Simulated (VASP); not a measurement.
Wanted: the native input for a VASP 6.6.1 run.

```yaml
Task: single point
Functional: PBE
Potentials_or_basis: VASP PAW PBE potentials, release 64 (Hf_pv, Pd, Se)
Cutoff: 520 eV
k_mesh: 12 × 12 × 4
Occupations: gaussian, width 0.02 eV
Spin: no spin polarisation
Dipole_correction: no
Further_INCAR_settings: ALGO = Normal; EDIFF = 1e-06; NBANDS = 31
```

The structure of HfPdSe4 lies in POSCAR:

```
HfPdSe4
1.0
    3.7552773393      0.0000000000      0.0000000000
   -1.8776386696      3.2521655741      0.0000000000
    0.0000000000      0.0000000000     13.4302472597
Hf Pd Se
1 1 4
Direct
    0.0000000000      0.0000000000      0.0000000000
    0.0000000000      0.0000000000      0.5000000000
    0.6666666667      0.3333333333      0.8821189646
    0.6666666667      0.3333333333      0.4032912749
    0.3333333333      0.6666666667      0.5967087251
    0.3333333333      0.6666666667      0.1178810354
```

The cell was generated, and may not be a known phase.

The input as run:

INCAR

```
PREC = Accurate
ENCUT = 520
EDIFF = 1E-6
ISMEAR = 0
SIGMA = 0.02
LREAL = F
LASPH = T
NELM = 100
ALGO = Normal
ISIF = 2
LWAVE = F
LCHARG = F
GGA = PE
NBANDS = 31
```

KPOINTS

```
Automatic mesh
0
Gamma
  12 12 4
```

Potentials or basis: VASP PAW PBE potentials, release 64 (Hf_pv, Pd, Se).

Launch:

```bash
$ cat potpaw_PBE.64/Hf_pv/POTCAR potpaw_PBE.64/Pd/POTCAR potpaw_PBE.64/Se/POTCAR > POTCAR
$ mpirun -np 1 vasp_std > vasp.out
```

Results of the run:

| Quantity | Value |
| --- | --- |
| Pressure | -0.1 GPa |
| Largest force | 0.036 eV/Å |
| Band gap on the k mesh | 0.57 eV (least direct gap 0.96 eV) |

Caveat: spin-orbit coupling is left out, which moves the levels of the heavy elements; this functional lacks dispersion, which binds layers or chains, so the pressure and a relaxed spacing across them are unreliable.

Wall time 3.8 min on 1 thread of Intel(R) Xeon(R) 6975P-C (Granite Rapids) (shared host), peak memory 0.49 GiB.
